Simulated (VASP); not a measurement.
A run of VASP 6.6.1:

INCAR

```
SYSTEM = WS2
PREC = Accurate
ENCUT = 520
EDIFF = 1E-6
ISMEAR = -1
SIGMA = 0.05
LREAL = .FALSE.
LASPH = .TRUE.
NELM = 60
ALGO = Normal
ISIF = 2
LWAVE = .FALSE.
LCHARG = .FALSE.
GGA = RP
NBANDS = 20
```

File KPOINTS:

```
Automatic mesh
0
G
  10 10 10
  0 0 0
```

The input POSCAR:

```
WS2
1.0
    1.6051888879      0.9267562366      8.0761407281
   -1.6051888879      0.9267562366      8.0761407281
    0.0000000000     -1.8535124731      8.0761407281
W S
1 2
Direct
   -0.0006776435     -0.0006776435     -0.0006776435
    0.6010802025      0.6010802025      0.6010802025
    0.7308974410      0.7308974410      0.7308974410
```

Potentials or basis: VASP PAW PBE potentials, release 64 (W_sv, S).

The run is started by

```sh
$ cat potpaw_PBE.64/W_sv/POTCAR potpaw_PBE.64/S/POTCAR > POTCAR
$ mpirun -np 1 vasp_std > vasp.out
```

Hardware: 1 thread of Intel(R) Xeon(R) 6975P-C (Granite Rapids) (shared host).

Estimate the wall time of this run.

Wall time 7.7 min on 1 thread of Intel(R) Xeon(R) 6975P-C (Granite Rapids), with other jobs on the host, peak memory 0.59 GiB. Counts: scf iterations 15, k points 116.
